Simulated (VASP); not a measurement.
# Al (Fm-3m) in VASP: a series of runs

Al is run at these levels: PBE; tasks: single point, relaxation of cell and atoms.

Everything below comes from runs of VASP 6.6.1. Logs are shortened: lines on timing, memory, paths and dates and some standing lists are left out, and cuts for length are marked.

**1. The cell of the first run**

It takes space group Fm-3m (No. 225, cubic). Conventional cell: a = 4.042 Å, b = 4.042 Å, c = 4.042 Å, α = 90.00°, β = 90.00°, γ = 90.00°. Al (site symmetry m-3m) has 12 Al at 2.86 Å within 3.8 Å.

**2. Single point, PBE**

Contents of INCAR:

```
PREC = Accurate
ENCUT = 520
EDIFF = 1E-7
ISMEAR = 0
SIGMA = 0.3
LREAL = F
LASPH = T
NELM = 60
ALGO = Fast
ISIF = 2
LWAVE = F
LCHARG = F
GGA = PE
NBANDS = 8
```

Contents of KPOINTS:

```
regular mesh
0
Gamma
  32 32 32
```

Contents of POSCAR:

```
Al
1.0
    0.0000000000      2.0208550158      2.0208550158
    2.0208550158      0.0000000000      2.0208550158
    2.0208550158      2.0208550158      0.0000000000
Al
1
Direct
    0.0000000000      0.0000000000      0.0000000000
```

Potentials or basis: VASP PAW PBE potentials, release 64 (Al).

On the command line:

```console
$ cat potpaw_PBE.64/Al/POTCAR > POTCAR
$ mpirun -np 1 vasp_std > vasp.out
```

OUTCAR:

```text
PREC = Accurate
   ENCUT = 520
   EDIFF = 1E-7
   ISMEAR = 0
   LREAL = F
   LASPH = T
   NELM = 60
   ISIF = 2
   GGA = PE

 ion  position               nearest neighbor table
   1  0.000  0.000  0.000-

  LATTYP: Found a face centered cubic cell.
 ALAT       =     4.0417100316

  Lattice vectors:

 A1 = (   0.0000000000,   2.0208550158,   2.0208550158)
 A2 = (   2.0208550158,   0.0000000000,   2.0208550158)
 A3 = (   2.0208550158,   2.0208550158,   0.0000000000)

Analysis of symmetry for initial positions (statically):
=====================================================================
 Subroutine PRICEL returns:
 Original cell was already a primitive cell.

 Routine SETGRP: Setting up the symmetry group for a
 face centered cubic supercell.

 Subroutine GETGRP returns: Found 48 space group operations
 (whereof 48 operations were pure point group operations)
 out of a pool of 48 trial point group operations.

The static configuration has the point symmetry O_h .

Analysis of symmetry for dynamics (positions and initial velocities):
=====================================================================
 Subroutine PRICEL returns:
 Original cell was already a primitive cell.

 Routine SETGRP: Setting up the symmetry group for a
 face centered cubic supercell.

 Subroutine GETGRP returns: Found 48 space group operations
 (whereof 48 operations were pure point group operations)
 out of a pool of 48 trial point group operations.

The dynamic configuration has the point symmetry O_h .

 Subroutine INISYM returns: Found 48 space group operations
 (whereof 48 operations are pure point group operations),
 and found     1 'primitive' translations

----------------------------------------------------------------------------------------

                                     Primitive cell

  volume of cell :      16.5058

  direct lattice vectors                    reciprocal lattice vectors
     0.000000000  2.020855016  2.020855016    -0.247420026  0.247420026  0.247420026
     2.020855016  0.000000000  2.020855016     0.247420026 -0.247420026  0.247420026
     2.020855016  2.020855016  0.000000000     0.247420026  0.247420026 -0.247420026

  length of vectors
     2.857920571  2.857920571  2.857920571     0.428544055  0.428544055  0.428544055

  position of ions in fractional coordinates (direct lattice)
     0.000000000  0.000000000  0.000000000

  ion indices of the primitive-cell ions
   primitive index   ion index
                 1           1

----------------------------------------------------------------------------------------

 KPOINTS: regular mesh

Automatic generation of k-mesh.
 Grid dimensions read from file:
 generate k-points for:   32   32   32

 Generating k-lattice:

  Cartesian coordinates                     Fractional coordinates (reciprocal lattice)
    -0.007731876  0.007731876  0.007731876     0.031250000  0.000000000  0.000000000
     0.007731876 -0.007731876  0.007731876     0.000000000  0.031250000  0.000000000
     0.007731876  0.007731876 -0.007731876     0.000000000  0.000000000  0.031250000

  Length of vectors
     0.013392002  0.013392002  0.013392002

  Shift w.r.t. Gamma in fractional coordinates (k-lattice)
     0.000000000  0.000000000  0.000000000

 Subroutine IBZKPT returns following result:
 ===========================================

 Found    897 irreducible k-points:

 Following reciprocal coordinates:
            Coordinates               Weight
  0.000000  0.000000  0.000000      1.000000
  0.031250  0.000000  0.000000      8.000000
  0.062500  0.000000  0.000000      8.000000
  0.093750  0.000000  0.000000      8.000000
  0.125000  0.000000  0.000000      8.000000
  0.156250  0.000000  0.000000      8.000000
[... 16 lines left out ...]
  0.187500  0.031250  0.000000     24.000000
  0.218750  0.031250  0.000000     24.000000
 [... further k-points ...]
   k-points           NKPTS =    897   k-points in BZ     NKDIM =    897   number of bands    NBANDS=      8
   number of dos      NEDOS =    301   number of ions     NIONS =      1
   total plane-waves  NPLWV =  13824
   dimension x,y,z NGX =    24 NGY =   24 NGZ =   24
   dimension x,y,z NGXF=    48 NGYF=   48 NGZF=   48
   ions per type =               1
   NGX,Y,Z   is equivalent  to a cutoff of  13.96, 13.96, 13.96 a.u.
   NGXF,Y,Z  is equivalent  to a cutoff of  27.92, 27.92, 27.92 a.u.
 SYSTEM =  unknown system
   PREC   = accura    normal or accurate (medium, high low for compatibility)
   ISTART =      0    job   : 0-new  1-cont  2-samecut
   ICHARG =      2    charge: 1-file 2-atom 10-const
   ISPIN  =      1    spin polarized calculation?
   LNONCOLLINEAR =      F non collinear calculations
   LSORBIT =      F    spin-orbit coupling
   LASPH  =      T    aspherical Exc in radial PAW
   ENCUT  =  520.0 eV  38.22 Ry    6.18 a.u.   5.31  5.31  5.31*2*pi/ulx,y,z
   NELM   =     60;   NELMIN=  2; NELMDL= -5     # of ELM steps
   EDIFF  = 0.1E-06   stopping-criterion for ELM
   LREAL  =      F    real-space projection
   EDIFFG = 0.1E-05   stopping-criterion for IOM
   NSW    =      0    number of steps for IOM
   IBRION =     -1    ionic relax: 0-MD 1-quasi-New 2-CG
   NFREE  =      0    steps in history (QN), initial steepest desc. (CG)
   ISIF   =      2    stress and relaxation
   ISYM   =      2    0-nonsym 1-usesym 2-fastsym
   POTIM  = 0.5000    time-step for ionic-motion
   TEBEG  =    0.0;   TEEND  =   0.0 temperature during run
   PSTRESS=    0.0 pullay stress
   NELECT =       3.0000    total number of electrons
   NUPDOWN=      -1.0000    fix difference up-down
   EMIN   =  10.00;   EMAX   =-10.00  energy-range for DOS
   EFERMI =   0.00;   METHOD = LEGACY
   ISMEAR =     0;   SIGMA  =   0.30  broadening in eV -4-tet -1-fermi 0-gaus
   EFERMI_NEDOS =   21; number of points for ismear=-14 and -15
   IALGO  =     68    algorithm
   IMIX   =      4    mixing-type and parameters
     AMIX     =   0.40;   BMIX     =  1.00
     AMIX_MAG =   1.60;   BMIX_MAG =  1.00
  volume/ion in A,a.u.               =      16.51       111.39
  Fermi-wavevector in a.u.,A,eV,Ry     =   0.927335  1.752409 11.700339  0.859951
  Thomas-Fermi vector in A             =   2.053394
   LORBIT       =      0    0 simple, 1 ext, 2 COOP (PROOUT), +10 PAW based schemes
   GGA     = PE    functional components
   LHFCALC =     F    Hartree Fock is set to
   AEXX    =    0.0000 exact exchange contribution
   IVDW    =     0    specifies the selected vdW correction
   LEPSILON=     F    determine dielectric tensor
   LRPA    =     F    only Hartree local field effects (RPA)
 non-spin polarized calculation
 RMM-DIIS sequential band-by-band and
 Gauss-broadening in eV      SIGMA  =   0.30
  energy-cutoff  :      520.00
  volume of cell :       16.51
 maximum number of plane-waves:       459
 NGX is ok and might be reduce to    24
   NGX = 11   NGY = 11   NGZ = 11

 number of electron       3.0000000 magnetization

 Free energy of the ion-electron system (eV)
  ---------------------------------------------------
  ext. energy  EPLUGINS =         0.00000000
  ---------------------------------------------------
  free energy    TOTEN  =        -3.75521752 eV

  energy without entropy =       -3.73718699  energy(sigma->0) =       -3.74620226

 E-fermi :   7.9995     XC(G=0): -10.1954

 val. band max:        7.9968808235   @ k =  -0.2187   0.4063   0.1875
 cond. band min:       8.0001699854   @ k =  -0.2500   0.3125   0.1250
 fundamental gap:      0.0032891619
 Fermi energy:         7.9994921596

 k-point     1 :       0.0000    0.0000    0.0000
  band No.  band energies     occupation
      1      -3.1356      2.00000
      2      20.6137      0.00000
      3      20.6137      0.00000
      4      20.6137      0.00000
      5      22.1029      0.00000
      6      22.1029      0.00000
      7      22.1029      0.00000
      8      24.4596      0.00000

 k-point     2 :       0.0312    0.0000    0.0000
  band No.  band energies     occupation
      1      -3.1090      2.00000
      2      19.9752      0.00000
      3      20.4968      0.00000
      4      20.4968      0.00000
      5      22.2615      0.00000
      6      22.2615      0.00000
      7      22.4373      0.00000
      8      24.7446      0.00000

 k-point     3 :       0.0625    0.0000    0.0000
  band No.  band energies     occupation
      1      -3.0294      2.00000
      2      18.8265      0.00000
      3      20.2384      0.00000
      4      20.2384      0.00000
      5      22.6430      0.00000
      6      22.6430      0.00000
      7      22.7160      0.00000
      8      25.5587      0.00000

 k-point     4 :       0.0938    0.0000    0.0000
  band No.  band energies     occupation
      1      -2.8968      2.00000
      2      17.5776      0.00000
      3      19.9472      0.00000
      4      19.9472      0.00000
      5      22.7656      0.00000
      6      23.1303      0.00000
      7      23.1303      0.00000
      8      26.2409      0.00000

 k-point     5 :       0.1250    0.0000    0.0000
  band No.  band energies     occupation
      1      -2.7114      2.00000
      2      16.3102      0.00000
      3      19.6684      0.00000
      4      19.6684      0.00000
      5      22.7098      0.00000
      6      23.6464      0.00000
      7      23.6464      0.00000
      8      25.6580      0.00000
[... 177 lines left out ...]
 k-point    22 :       0.1562    0.0312    0.0000
  band No.  band energies     occupation
      1      -2.5350      2.00000
      2      15.4826      0.00000
      3      18.8931      0.00000
      4      19.8149      0.00000
      5      22.9158      0.00000
      6      23.3116      0.00000
      7      24.5165      0.00000
      8      24.5379      0.00000

 k-point    23 :       0.1875    0.0313    0.0000
  band No.  band energies     occupation
      1      -2.2621      2.00000
      2      14.2407      0.00000
      3      18.6592      0.00000
      4      19.6097      0.00000
      5      22.8198      0.00000
      6      23.2816      0.00000
      7      24.5191      0.00000
      8      24.5590      0.00000

 k-point    24 :       0.2188    0.0313    0.0000
  band No.  band energies     occupation
      1      -1.9370      2.00000
      2      13.0251      0.00000
      3      18.4673      0.00000
      4      19.4347      0.00000
      5      22.6329      0.00000
      6      22.8601      0.00000
      7      24.1235      0.00000
      8      25.0888      0.00000

 [... further k-points ...]

------------------------ aborting loop because EDIFF is reached ----------------------------------------

  FORCE on cell =-STRESS in cart. coord.  units (eV):
  Direction    XX          YY          ZZ          XY          YZ          ZX
  --------------------------------------------------------------------------------------
  -------------------------------------------------------------------------------------
  Total       -0.0052630     -0.0052630     -0.0052630     -0.0000000     -0.0000000      0.0000000
  in kB       -0.5108648     -0.5108648     -0.5108648     -0.0000000     -0.0000000      0.0000000
  external PRESSURE =      -0.5108648 kB  Pullay stress =       0.0000000 kB

 VOLUME and BASIS-vectors are now :
 -----------------------------------------------------------------------------
  energy-cutoff  :      520.00
  volume of cell :       16.51
      direct lattice vectors                 reciprocal lattice vectors
     0.000000000  2.020855016  2.020855016    -0.247420026  0.247420026  0.247420026
     2.020855016  0.000000000  2.020855016     0.247420026 -0.247420026  0.247420026
     2.020855016  2.020855016  0.000000000     0.247420026  0.247420026 -0.247420026

 POSITION                                       TOTAL-FORCE (eV/Angst)
 -----------------------------------------------------------------------------------
      0.00000      0.00000      0.00000         0.000000      0.000000      0.000000
 -----------------------------------------------------------------------------------
    total drift:                                0.000000     -0.000000     -0.000000

  FREE ENERGIE OF THE ION-ELECTRON SYSTEM (eV)
  ---------------------------------------------------
  free  energy   TOTEN  =        -3.7552175191 eV

  energy  without entropy=       -3.7371869939  energy(sigma->0) =       -3.74620226
```

Run time: 71 s. Hardware: 1 thread of Intel Xeon Platinum 8488C (Sapphire Rapids), shared host; peak memory 0.21 GiB.

Results:

```
Free energy            : -3.7552 eV
Pressure               : -0.1 GPa
Band gap on the k mesh : zero (an odd number of electrons rules out a gap without spin polarisation)
```

Caveat: so wide a smearing shifts energies and pressures.

**3. Relaxation of cell and atoms, PBE**

Contents of INCAR:

```
  PREC = Accurate
  ENCUT = 600
  EDIFF = 1E-6
  ISMEAR = 0
  SIGMA = 0.3
  LREAL = False
  LASPH = True
  NELM = 60
  ALGO = Normal
  ISIF = 3
  LWAVE = False
  LCHARG = False
  GGA = PE
  IBRION = 2
  NSW = 80
  EDIFFG = -0.003
```

KPOINTS is that of step 2.

Contents of POSCAR:

```
Al
1.0
    0.0000000000      2.0200000000      2.0200000000
    2.0200000000      0.0000000000      2.0200000000
    2.0200000000      2.0200000000      0.0000000000
Al
1
Direct
    0.0000000000      0.0000000000      0.0000000000
```

Potentials or basis: VASP PAW PBE potentials, release 64 (Al).

On the command line:

```console
$ cat potpaw_PBE.64/Al/POTCAR > POTCAR
$ mpirun -np 1 vasp_std > vasp.out
```

Run time: 32 s. Hardware: 1 thread of Intel Xeon Platinum 8488C (Sapphire Rapids), shared host; peak memory 0.21 GiB.

Results (log left out):

| Quantity | Value |
| --- | --- |
| Free energy | -3.7553 eV |
| Relaxed volume | 16.50 Å³/atom |
| Relaxed cell | a = 2.857 Å, b = 2.857 Å, c = 2.857 Å, α = 60.00°, β = 60.00°, γ = 60.00° |
| Space group after relaxing (to 0.1 Å) | Fm-3m (No. 225) |
| Energy gained by relaxing | 0.0 meV/atom |
| Ionic steps | 2 |
| Pressure after relaxing | 0.0 GPa |
| Band gap on the k mesh | zero (an odd number of electrons rules out a gap without spin polarisation) |

Final structure:
```
CELL_PARAMETERS angstrom
0.00000 2.02050 2.02050
2.02050 0.00000 2.02050
2.02050 2.02050 0.00000
ATOMIC_POSITIONS crystal
Al 0.00000 0.00000 0.00000
```

Levels at points of the mesh, in eV from the Fermi level:
```
           k point  band 1  band 2  band 3  band 4  band 5
(0.00, 0.00, 0.00)  -11.14   12.62   12.62   12.62   14.11
(0.50, 0.00, 0.00)   -4.60   -4.38   11.41   11.41   11.46
(0.50, 0.50, 0.00)   -2.93   -1.60    5.25    5.59    5.59
```

Caveat: so wide a smearing shifts energies and pressures.
